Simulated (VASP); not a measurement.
# GaReSi (P4/nmm) in VASP: single point with PBE+D3(BJ)

Aim: the single point of GaReSi with PBE+D3(BJ).

Program: VASP 6.6.1. These are calculated values, not measurements. Logs are shortened: lines on timing, memory, paths and dates and some standing lists are left out, and cuts for length are marked.

### Step 1. The cell of the first run

Symmetry: P4/nmm, No. 129, tetragonal system. Conventional cell: a = 3.179 Å, b = 3.179 Å, c = 8.034 Å, α = 90.00°, β = 90.00°, γ = 90.00°. Ga (site symmetry 4mm) has 8 Ga at 2.63 to 3.18 Å and 1 Si at 2.65 Å and 5 Re at 2.69 to 2.86 Å within 3.5 Å. Si (site symmetry 4mm) has 5 Re at 2.52 to 2.53 Å and 8 Si at 2.62 to 3.18 Å and 1 Ga at 2.65 Å within 3.3 Å. Re (site symmetry 4mm) has 5 Si at 2.52 to 2.53 Å and 5 Ga at 2.69 to 2.86 Å and 4 Re at 3.18 Å within 3.3 Å.

### Step 2. Single point, PBE+D3(BJ)

The input, INCAR:

```
SYSTEM = GaReSi
PREC = Accurate
ENCUT = 520
EDIFF = 1E-7
ISMEAR = 0
SIGMA = 0.01
LREAL = .FALSE.
LASPH = .TRUE.
NELM = 100
ALGO = Fast
ISIF = 2
LWAVE = .FALSE.
LCHARG = .FALSE.
GGA = PE
IVDW = 12
NBANDS = 33
```

The input, KPOINTS:

```
Automatic mesh
0
G
  12 12 6
  0 0 0
```

The input, POSCAR:

```
GaReSi
1.0
    3.1785980501      0.0000000000      0.0000000000
    0.0000000000      3.1785980501      0.0000000000
    0.0000000000      0.0000000000      8.0336699946
Ga Si Re
2 2 2
Direct
    0.5000000000      0.0000000000      0.9144695330
    0.0000000000      0.5000000000      0.0855304670
    0.0000000000      0.5000000000      0.4156945303
    0.5000000000      0.0000000000      0.5843054697
    0.0000000000      0.5000000000      0.7298818091
    0.5000000000      0.0000000000      0.2701181909
```

Potentials or basis: VASP PAW PBE potentials, release 64 (Ga_d, Si, Re).

Launch:

```
cat potpaw_PBE.64/Ga_d/POTCAR potpaw_PBE.64/Si/POTCAR potpaw_PBE.64/Re/POTCAR > POTCAR
mpirun -np 1 vasp_std > vasp.out
```

OUTCAR:

```text
SYSTEM = GaReSi
   PREC = Accurate
   ENCUT = 520
   EDIFF = 1E-7
   ISMEAR = 0
   LREAL = .FALSE.
   LASPH = .TRUE.
   NELM = 100
   ISIF = 2
   GGA = PE
   IVDW = 12
 IVDW          = 12

 ion  position               nearest neighbor table
   1  0.500  0.000  0.914-   2 2.63   2 2.63   2 2.63   2 2.63   4 2.65   5 2.69   5 2.69   5 2.69
                             5 2.69   6 2.86
   2  0.000  0.500  0.086-   1 2.63   1 2.63   1 2.63   1 2.63   3 2.65   6 2.69   6 2.69   6 2.69
                             6 2.69   5 2.86
   3  0.000  0.500  0.416-   5 2.52   6 2.53   6 2.53   6 2.53   6 2.53   4 2.62   4 2.62   4 2.62
                             4 2.62   2 2.65
   4  0.500  0.000  0.584-   6 2.52   5 2.53   5 2.53   5 2.53   5 2.53   3 2.62   3 2.62   3 2.62
                             3 2.62   1 2.65
   5  0.000  0.500  0.730-   3 2.52   4 2.53   4 2.53   4 2.53   4 2.53   1 2.69   1 2.69   1 2.69
                             1 2.69   2 2.86
   6  0.500  0.000  0.270-   4 2.52   3 2.53   3 2.53   3 2.53   3 2.53   2 2.69   2 2.69   2 2.69
                             2 2.69   1 2.86

  LATTYP: Found a simple tetragonal cell.
 ALAT       =     3.1785980501
 C/A-ratio  =     2.5274255719

  Lattice vectors:

 A1 = (   3.1785980501,   0.0000000000,   0.0000000000)
 A2 = (   0.0000000000,   3.1785980501,   0.0000000000)
 A3 = (   0.0000000000,   0.0000000000,   8.0336699946)

Analysis of symmetry for initial positions (statically):
=====================================================================
 Subroutine PRICEL returns:
 Original cell was already a primitive cell.

 Routine SETGRP: Setting up the symmetry group for a
 simple tetragonal supercell.

 Subroutine GETGRP returns: Found 16 space group operations
 (whereof  8 operations were pure point group operations)
 out of a pool of 16 trial point group operations.

The static configuration has the point symmetry D_2d.
 The point group associated with its full space group is D_4h.

Analysis of symmetry for dynamics (positions and initial velocities):
=====================================================================
 Subroutine PRICEL returns:
 Original cell was already a primitive cell.

 Routine SETGRP: Setting up the symmetry group for a
 simple tetragonal supercell.

 Subroutine GETGRP returns: Found 16 space group operations
 (whereof  8 operations were pure point group operations)
 out of a pool of 16 trial point group operations.

The dynamic configuration has the point symmetry D_2d.
 The point group associated with its full space group is D_4h.

 Subroutine INISYM returns: Found 16 space group operations
 (whereof  8 operations are pure point group operations),
 and found     1 'primitive' translations

----------------------------------------------------------------------------------------

                                     Primitive cell

  volume of cell :      81.1681

  direct lattice vectors                    reciprocal lattice vectors
     3.178598050  0.000000000  0.000000000     0.314604107  0.000000000  0.000000000
     0.000000000  3.178598050  0.000000000     0.000000000  0.314604107  0.000000000
     0.000000000  0.000000000  8.033669995     0.000000000  0.000000000  0.124476111

  length of vectors
     3.178598050  3.178598050  8.033669995     0.314604107  0.314604107  0.124476111

  position of ions in fractional coordinates (direct lattice)
     0.500000000  0.000000000  0.914469533
     0.000000000  0.500000000  0.085530467
     0.000000000  0.500000000  0.415694530
     0.500000000  0.000000000  0.584305470
     0.000000000  0.500000000  0.729881809
     0.500000000  0.000000000  0.270118191

  ion indices of the primitive-cell ions
   primitive index   ion index
                 1           1
                 2           2
                 3           3
                 4           4
                 5           5
                 6           6

----------------------------------------------------------------------------------------

 KPOINTS: Automatic mesh

Automatic generation of k-mesh.
 Grid dimensions read from file:
 generate k-points for:   12   12    6

 Generating k-lattice:

  Cartesian coordinates                     Fractional coordinates (reciprocal lattice)
     0.026217009  0.000000000  0.000000000     0.083333333  0.000000000  0.000000000
     0.000000000  0.026217009  0.000000000     0.000000000  0.083333333  0.000000000
     0.000000000  0.000000000  0.020746019     0.000000000  0.000000000  0.166666667

  Length of vectors
     0.026217009  0.026217009  0.020746019

  Shift w.r.t. Gamma in fractional coordinates (k-lattice)
     0.000000000  0.000000000  0.000000000

 Subroutine IBZKPT returns following result:
 ===========================================

 Found    112 irreducible k-points:

 Following reciprocal coordinates:
            Coordinates               Weight
  0.000000  0.000000  0.000000      1.000000
  0.083333  0.000000  0.000000      4.000000
  0.166667  0.000000  0.000000      4.000000
  0.250000  0.000000  0.000000      4.000000
  0.333333  0.000000  0.000000      4.000000
  0.416667  0.000000  0.000000      4.000000
[... 16 lines left out ...]
  0.333333  0.333333  0.000000      4.000000
  0.416667  0.333333  0.000000      8.000000
 [... further k-points ...]
   k-points           NKPTS =    112   k-points in BZ     NKDIM =    112   number of bands    NBANDS=     33
   number of dos      NEDOS =    301   number of ions     NIONS =      6
   total plane-waves  NPLWV =  34560
   dimension x,y,z NGX =    24 NGY =   24 NGZ =   60
   dimension x,y,z NGXF=    48 NGYF=   48 NGZF=  120
   ions per type =               2   2   2
   NGX,Y,Z   is equivalent  to a cutoff of  12.55, 12.55, 12.42 a.u.
   NGXF,Y,Z  is equivalent  to a cutoff of  25.10, 25.10, 24.83 a.u.
 SYSTEM =  GaReSi
   PREC   = accura    normal or accurate (medium, high low for compatibility)
   ISTART =      0    job   : 0-new  1-cont  2-samecut
   ICHARG =      2    charge: 1-file 2-atom 10-const
   ISPIN  =      1    spin polarized calculation?
   LNONCOLLINEAR =      F non collinear calculations
   LSORBIT =      F    spin-orbit coupling
   LASPH  =      T    aspherical Exc in radial PAW
   ENCUT  =  520.0 eV  38.22 Ry    6.18 a.u.   5.91  5.91 14.94*2*pi/ulx,y,z
   NELM   =    100;   NELMIN=  2; NELMDL= -5     # of ELM steps
   EDIFF  = 0.1E-06   stopping-criterion for ELM
   LREAL  =      F    real-space projection
   EDIFFG = 0.1E-05   stopping-criterion for IOM
   NSW    =      0    number of steps for IOM
   IBRION =     -1    ionic relax: 0-MD 1-quasi-New 2-CG
   NFREE  =      0    steps in history (QN), initial steepest desc. (CG)
   ISIF   =      2    stress and relaxation
   ISYM   =      2    0-nonsym 1-usesym 2-fastsym
   POTIM  = 0.5000    time-step for ionic-motion
   TEBEG  =    0.0;   TEEND  =   0.0 temperature during run
   PSTRESS=    0.0 pullay stress
   NELECT =      48.0000    total number of electrons
   NUPDOWN=      -1.0000    fix difference up-down
   EMIN   =  10.00;   EMAX   =-10.00  energy-range for DOS
   EFERMI =   0.00;   METHOD = LEGACY
   ISMEAR =     0;   SIGMA  =   0.01  broadening in eV -4-tet -1-fermi 0-gaus
   EFERMI_NEDOS =   21; number of points for ismear=-14 and -15
   IALGO  =     68    algorithm
   IMIX   =      4    mixing-type and parameters
     AMIX     =   0.40;   BMIX     =  1.00
     AMIX_MAG =   1.60;   BMIX_MAG =  1.00
  volume/ion in A,a.u.               =      13.53        91.29
  Fermi-wavevector in a.u.,A,eV,Ry     =   1.374127  2.596723 25.690857  1.888225
  Thomas-Fermi vector in A             =   2.499582
   LORBIT       =      0    0 simple, 1 ext, 2 COOP (PROOUT), +10 PAW based schemes
   GGA     = PE    functional components
   LHFCALC =     F    Hartree Fock is set to
   AEXX    =    0.0000 exact exchange contribution
   IVDW    =    12    specifies the selected vdW correction
   LEPSILON=     F    determine dielectric tensor
   LRPA    =     F    only Hartree local field effects (RPA)
 non-spin polarized calculation
 RMM-DIIS sequential band-by-band and
 Gauss-broadening in eV      SIGMA  =   0.01
  energy-cutoff  :      520.00
  volume of cell :       81.17
 maximum number of plane-waves:      2220
 NGX is ok and might be reduce to    24
   NGX = 11   NGY = 11   NGZ = 29

 number of electron      47.9999990 magnetization

 Free energy of the ion-electron system (eV)
  ---------------------------------------------------
  ext. energy  EPLUGINS =         0.00000000
  ---------------------------------------------------
  free energy    TOTEN  =       -43.23100602 eV

  energy without entropy =      -43.23100602  energy(sigma->0) =      -43.23100602

 E-fermi :   9.6629     XC(G=0): -12.8223

 val. band max:        9.6026243179   @ k =   0.0000   0.0000   0.5000
 cond. band min:       9.7884110813   @ k =   0.2500   0.0000   0.0000
 fundamental gap:      0.1857867634
 Fermi energy:         9.6629238302

 k-point     1 :       0.0000    0.0000    0.0000
  band No.  band energies     occupation
      1      -5.6654      2.00000
      2      -5.5778      2.00000
      3      -5.5180      2.00000
      4      -5.4617      2.00000
      5      -5.4617      2.00000
      6      -5.3154      2.00000
[... 25 lines left out ...]
     32      15.7267      0.00000
     33      15.9017      0.00000

 k-point     2 :       0.0833    0.0000    0.0000
  band No.  band energies     occupation
      1      -5.6561      2.00000
      2      -5.5730      2.00000
      3      -5.5261      2.00000
      4      -5.4696      2.00000
      5      -5.4585      2.00000
      6      -5.3424      2.00000
[... 25 lines left out ...]
     32      15.7635      0.00000
     33      15.9518      0.00000
[... 754 lines left out ...]
     32      13.8661      0.00000
     33      14.4369      0.00000

 k-point    24 :       0.4167    0.3333    0.0000
  band No.  band energies     occupation
      1      -5.6354      2.00000
      2      -5.5825      2.00000
      3      -5.5211      2.00000
      4      -5.4477      2.00000
      5      -5.4059      2.00000
      6      -5.3429      2.00000
[... 25 lines left out ...]
     32      14.2644      0.00000
     33      14.9324      0.00000

 [... further k-points ...]

------------------------ aborting loop because EDIFF is reached ----------------------------------------

 Edisp (eV)   -3.17111

 E8    (eV) :    -1.4720

  FORCE on cell =-STRESS in cart. coord.  units (eV):
  Direction    XX          YY          ZZ          XY          YZ          ZX
  --------------------------------------------------------------------------------------
  -------------------------------------------------------------------------------------
  Total       0.20499     0.20499     0.19477     0.00000     0.00000     0.00000
  in kB       4.04635     4.04635     3.84449     0.00000     0.00000     0.00000
  external pressure =        3.98 kB  Pullay stress =        0.00 kB

 VOLUME and BASIS-vectors are now :
 -----------------------------------------------------------------------------
  energy-cutoff  :      520.00
  volume of cell :       81.17
      direct lattice vectors                 reciprocal lattice vectors
     3.178598050  0.000000000  0.000000000     0.314604107  0.000000000  0.000000000
     0.000000000  3.178598050  0.000000000     0.000000000  0.314604107  0.000000000
     0.000000000  0.000000000  8.033669995     0.000000000  0.000000000  0.124476111

 POSITION                                       TOTAL-FORCE (eV/Angst)
 -----------------------------------------------------------------------------------
      1.58930      0.00000      7.34655         0.000000     -0.000000      0.007864
      0.00000      1.58930      0.68712        -0.000000     -0.000000     -0.007864
      0.00000      1.58930      3.33955        -0.000000     -0.000000      0.016702
      1.58930      0.00000      4.69412        -0.000000      0.000000     -0.016702
      0.00000      1.58930      5.86363        -0.000000     -0.000000     -0.002501
      1.58930      0.00000      2.17004         0.000000     -0.000000      0.002501
 -----------------------------------------------------------------------------------
    total drift:                                0.000000      0.000000     -0.000000

  FREE ENERGIE OF THE ION-ELECTRON SYSTEM (eV)
  ---------------------------------------------------
  free  energy   TOTEN  =       -46.4021114040 eV

  energy  without entropy=      -46.4021114040  energy(sigma->0) =      -46.40211140
```

It took 9.3 min on 1 thread of Intel Xeon Platinum 8259CL at 2.50GHz (Skylake/Cascade Lake), shared host; peak memory 0.4 GiB.

What came out:

```
Free energy                : -46.4021 eV
Pressure                   : 0.4 GPa
Largest force              : 0.017 eV/Å
Band gap on the k mesh     : 0.19 eV (least direct gap 0.88 eV)
Dispersion energy per atom : -0.529 eV
```

Forces in eV/Å, atoms in the order of the input:
```
Ga   0.000  0.000  0.008
Ga   0.000  0.000 -0.008
Si   0.000  0.000  0.017
Si   0.000  0.000 -0.017
Re   0.000  0.000 -0.003
Re   0.000  0.000  0.003
```

Caveat: spin-orbit coupling is left out, which moves the levels of the heavy elements. A k mesh can miss the band edges.
